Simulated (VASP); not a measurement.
# BN (P-6m2) in VASP: a series of runs, part 2 of 2

VASP 6.6.1.

## 4. Relaxation of cell and atoms, PBE+D3(BJ)

This run uses another cell than the first one, of 9.13 Å³/atom, 1.036 times its volume.

INCAR

```
SYSTEM = BN
ALGO = Normal
EDIFF = 1E-6
EDIFFG = -0.005
ENCUT = 600
GGA = PE
IBRION = 2
ISIF = 3
ISMEAR = -1
IVDW = 12
LASPH = .True.
LCHARG = .False.
LREAL = .False.
LWAVE = .False.
NELM = 100
NSW = 80
PREC = Accurate
SIGMA = 0.02
```

KPOINTS

```
k-points
0
Gamma
  12 12 4
  0 0 0
```

POSCAR

```
BN
1.0
    2.5100000000      0.0000000000      0.0000000000
   -1.2550000000      2.1737237635      0.0000000000
    0.0000000000      0.0000000000      6.6900000000
B N
2 2
Direct
    0.0000000000      0.0000000000      0.5000000000
    0.3333333333      0.6666666667      0.0000000000
    0.0000000000      0.0000000000      0.0000000000
    0.6666666667      0.3333333333      0.5000000000
```

Potentials or basis: VASP PAW PBE potentials, release 64 (B, N).

Run with:

```
> cat potpaw_PBE.64/B/POTCAR potpaw_PBE.64/N/POTCAR > POTCAR
> mpirun -np 1 vasp_std > vasp.out
```

OUTCAR:

```text
SYSTEM = BN
   EDIFF = 1E-6
   EDIFFG = -0.005
   ENCUT = 600
   GGA = PE
   IBRION = 2
   ISIF = 3
   ISMEAR = -1
   IVDW = 12
   LASPH = .True.
   LREAL = .False.
   NELM = 100
   NSW = 80
   PREC = Accurate
 IVDW          = 12

 ion  position               nearest neighbor table
   1  0.000  0.000  0.500-   4 1.45   4 1.45   4 1.45
   2  0.333  0.667  0.000-   3 1.45   3 1.45   3 1.45
   3  0.000  0.000  0.000-   2 1.45   2 1.45   2 1.45
   4  0.667  0.333  0.500-   1 1.45   1 1.45   1 1.45

  LATTYP: Found a hexagonal cell.
 ALAT       =     2.5100000000
 C/A-ratio  =     2.6653386454

  Lattice vectors:

 A1 = (   2.5100000000,   0.0000000000,   0.0000000000)
 A2 = (  -1.2550000000,   2.1737237635,   0.0000000000)
 A3 = (   0.0000000000,   0.0000000000,   6.6900000000)

Analysis of symmetry for initial positions (statically):
=====================================================================
 Subroutine PRICEL returns:
 Original cell was already a primitive cell.
[... 394 lines left out ...]

  energy without entropy =      -35.15172968  energy(sigma->0) =      -35.15172968

 E-fermi :   2.9070     XC(G=0): -10.1842

 val. band max:        2.4553471825   @ k =   0.3333   0.3333   0.5000
 cond. band min:       6.7984302206   @ k =   0.5000   0.0000   0.0000
 fundamental gap:      4.3430830380
 Fermi energy:         2.9069957272

 k-point     1 :       0.0000    0.0000    0.0000
  band No.  band energies     occupation
      1     -15.4218      2.00000
      2     -15.0718      2.00000
      3      -3.8774      2.00000
      4      -1.5943      2.00000
      5       1.0148      2.00000
      6       1.0148      2.00000
      7       1.1381      2.00000
      8       1.1381      2.00000
      9       7.7400      0.00000
     10      12.8282      0.00000
     11      13.9138      0.00000
     12      13.9138      0.00000
[... 331 lines left out ...]
 k-point    24 :       0.3333    0.0000    0.2500
  band No.  band energies     occupation
      1     -13.4099      2.00000
      2     -13.2055      2.00000
      3      -4.5355      2.00000
      4      -4.3903      2.00000
      5      -1.2274      2.00000
      6      -1.0993      2.00000
      7      -0.8090      2.00000
      8       0.4563      2.00000
      9       9.2135      0.00000
     10       9.7956      0.00000
     11      11.4646      0.00000
     12      12.6288      0.00000

 [... further k-points ...]

------------------------ aborting loop because EDIFF is reached ----------------------------------------

 Edisp (eV)   -0.57538

 E8    (eV) :    -0.1689
[... 27 lines left out ...]
  FREE ENERGIE OF THE ION-ELECTRON SYSTEM (eV)
  ---------------------------------------------------
  free  energy   TOTEN  =       -35.7271095357 eV

  energy  without entropy=      -35.7271095357  energy(sigma->0) =      -35.72710954

 reached required accuracy - stopping structural energy minimisation
```

It took 1.9 min on 1 thread of Intel Xeon Platinum 8488C (Sapphire Rapids), shared host; peak memory 0.18 GiB.

Results:

* Free energy: -35.7271 eV
* Relaxed volume: 8.88 Å³/atom
* Relaxed cell: a = 2.506 Å, b = 2.506 Å, c = 6.532 Å, α = 90.00°, β = 90.00°, γ = 120.00°
* Space group after relaxing (to 0.05 Å): P-6m2 (No. 187)
* Energy gained by relaxing: 0.6 meV/atom
* Ionic steps: 11
* Pressure after relaxing: 0.0 GPa
* Band gap on the k mesh: 4.34 eV, indirect (least direct gap 4.45 eV)
* Dispersion energy per atom: -0.144 eV

Step by step:
| step | energy change (eV) | largest force (eV/Å) | pressure (GPa) | volume (Å³) |
| --- | --- | --- | --- | --- |
| 1 | 0.0000 | 0.0000 | -1.30 | 36.50 |
| 2 | 0.0013 | 0.0000 | 1.92 | 36.11 |
| 3 | -0.0007 | 0.0000 | -0.13 | 36.36 |
| 4 | -0.0009 | 0.0000 | -0.09 | 36.30 |
| 5 | -0.0015 | 0.0000 | -0.06 | 36.11 |
| 6 | -0.0023 | 0.0000 | 0.04 | 35.75 |
| 7 | -0.0017 | 0.0000 | 0.27 | 35.02 |
| 8 | -0.0024 | 0.0000 | 0.10 | 35.54 |
| 9 | -0.0024 | 0.0000 | 0.11 | 35.51 |
| 10 | -0.0021 | 0.0000 | -0.86 | 35.60 |
| 11 | -0.0024 | 0.0000 | 0.01 | 35.52 |

Final structure:
```
B N
1.0
     2.50594    0.00000    0.00000
    -1.25297    2.17021    0.00000
     0.00000    0.00000    6.53198
B N
2 2
Direct
  0.00000 0.00000 0.50000
  0.33333 0.66667 0.00000
  0.00000 0.00000 0.00000
  0.66667 0.33333 0.50000
```

A k mesh can miss the band edges.

## 5. Single point, PBE

INCAR

```
SYSTEM = BN
PREC = Accurate
ENCUT = 600
EDIFF = 1E-6
ISMEAR = 0
SIGMA = 0.01
LREAL = .False.
LASPH = .True.
NELM = 120
ALGO = Normal
ISIF = 2
LWAVE = .False.
LCHARG = .True.
GGA = PE
LELF = .True.
LVHAR = .True.
NBANDS = 16
GGA_COMPAT = .False.
```

KPOINTS

```
Automatic mesh
0
Gamma
  6 6 2
  0 0 0
```

POSCAR

```
BN
1.0
    2.5002145576      0.0000000000      0.0000000000
   -1.2501072788      2.1652493218      0.0000000000
    0.0000000000      0.0000000000      6.5052999340
B N
2 2
Direct
    0.0000000000      0.0000000000      0.5000000000
    0.3333333333      0.6666666667      0.0000000000
    0.0000000000      0.0000000000      0.0000000000
    0.6666666667      0.3333333333      0.5000000000
```

Run with:

```
> cat potpaw_PBE.64/B/POTCAR potpaw_PBE.64/N/POTCAR > POTCAR
> mpirun -np 1 vasp_std > vasp.out
```

Run time: 9.3 s. Hardware: 1 thread of Intel Xeon Platinum 8375C at 2.90GHz (Ice Lake), shared host; peak memory 0.15 GiB.

Results (log left out):

```
Free energy            : -35.1403 eV
Pressure               : 4.6 GPa
Band gap on the k mesh : 4.35 eV, indirect (least direct gap 4.46 eV)
```

Stress tensor (GPa, compression positive):
```
5.16 0.00 0.00
0.00 5.16 0.00
0.00 0.00 3.45
```

Levels at points of the mesh, in eV from the valence-band top:
```
           k point  band 4  band 5  band 6  band 7  band 8  band 9  band 10  band 11  band 12  band 13
(0.00, 0.00, 0.00)   -4.06   -1.43   -1.43   -1.31   -1.31    5.31    10.45    11.51    11.51    11.66
(0.50, 0.00, 0.00)   -8.86   -4.25   -4.11   -1.39   -0.70    4.35     5.56     9.66     9.75    12.87
(0.00, 0.00, 0.50)   -5.31   -1.43   -1.43   -1.31   -1.31    7.76     7.80    11.53    11.53    11.64
(0.50, 0.00, 0.50)   -8.91   -4.24   -4.12   -1.04   -0.92    4.62     4.69     9.87     9.98    13.68
```

Caveat: the k points lie up to 0.48 Å⁻¹ apart; this functional lacks dispersion, which binds the layers, so the pressure and a relaxed spacing across them are unreliable. A k mesh can miss the band edges.

## 6. Single point, PBE

INCAR

```
ALGO = Normal
EDIFF = 1E-6
ENCUT = 600
GGA = PE
GGA_COMPAT = F
ISIF = 2
ISMEAR = 0
LASPH = T
LCHARG = T
LELF = T
LREAL = F
LVHAR = T
LWAVE = F
NBANDS = 16
NELM = 120
PREC = Accurate
SIGMA = 0.01
```

KPOINTS

```
k-points
0
Gamma
  6 6 2
```

POSCAR is that of step 5.

Potentials or basis: VASP PAW PBE potentials, release 64 (B, N).

Run with:

```
> cat potpaw_PBE.64/B/POTCAR potpaw_PBE.64/N/POTCAR > POTCAR
> mpirun -np 1 vasp_std > vasp.out
```

Run time: 11 s. Hardware: 1 thread of Intel Xeon Platinum 8375C at 2.90GHz (Ice Lake), shared host; peak memory 0.14 GiB.

The run converged. Its results:

```
Free energy            : -35.1403 eV
Pressure               : 4.6 GPa
Band gap on the k mesh : 4.35 eV, indirect (least direct gap 4.46 eV)
```

Stress tensor (GPa, compression positive):
```
5.16 0.00 0.00
0.00 5.16 0.00
0.00 0.00 3.45
```

Levels at points of the mesh, in eV from the valence-band top:
```tsv
k point	band 6	band 7	band 8	band 9	band 10	band 11
(0.00, 0.00, 0.00)	-1.43	-1.31	-1.31	5.31	10.45	11.51
(0.50, 0.00, 0.00)	-4.11	-1.39	-0.70	4.35	5.56	9.66
(0.00, 0.00, 0.50)	-1.43	-1.31	-1.31	7.76	7.80	11.53
(0.50, 0.00, 0.50)	-4.12	-1.04	-0.92	4.62	4.69	9.87
```

Caveat: the k points lie up to 0.48 Å⁻¹ apart; this functional lacks dispersion, which binds the layers, so the pressure and a relaxed spacing across them are unreliable. Expect the measured gap to be larger: semilocal functionals such as PBE lack the derivative discontinuity.

## 7. Summary

| task | level | cell | k mesh | cutoff (eV) | smearing | gap on the mesh (eV) | pressure (GPa) | relaxed volume (Å³/atom) |
| --- | --- | --- | --- | --- | --- | --- | --- | --- |
| single point | r2SCAN | a = 2.500, b = 2.500, c = 6.505 Å, angles 90.0, 90.0, 120.0°, 4 atoms | 12 × 12 × 4 | 520 | gaussian 0.01 eV | 4.93 | 1.1 | - |
| relaxation of cell and atoms | PBE+D4 | relaxed from a = 2.506, b = 2.506, c = 6.597 Å, angles 90.0, 90.0, 120.0°, 4 atoms | 12 × 12 × 4 | 600 | fermi-dirac 0.02 eV | 4.33 | 0.0 | 8.81 |
| relaxation of cell and atoms | PBE+D3(BJ) | relaxed from a = 2.510, b = 2.510, c = 6.690 Å, angles 90.0, 90.0, 120.0°, 4 atoms | 12 × 12 × 4 | 600 | fermi-dirac 0.02 eV | 4.34 | 0.0 | 8.88 |
| single point | PBE | a = 2.500, b = 2.500, c = 6.505 Å, angles 90.0, 90.0, 120.0°, 4 atoms | 6 × 6 × 2 | 600 | gaussian 0.01 eV | 4.35 | 4.6 | - |

Alike in all rows: potentials or basis VASP PAW PBE potentials, release 64 (B, N); no spin polarisation.

Caveats: some runs use coarse meshes; the PAW data sets were made with another functional, which shifts forces and pressure a little (some runs); this functional lacks dispersion, which binds the layers, so the pressure and a relaxed spacing across them are unreliable (some runs).

Total energies depend on the potentials used, so only differences within one code and one set of settings carry meaning.
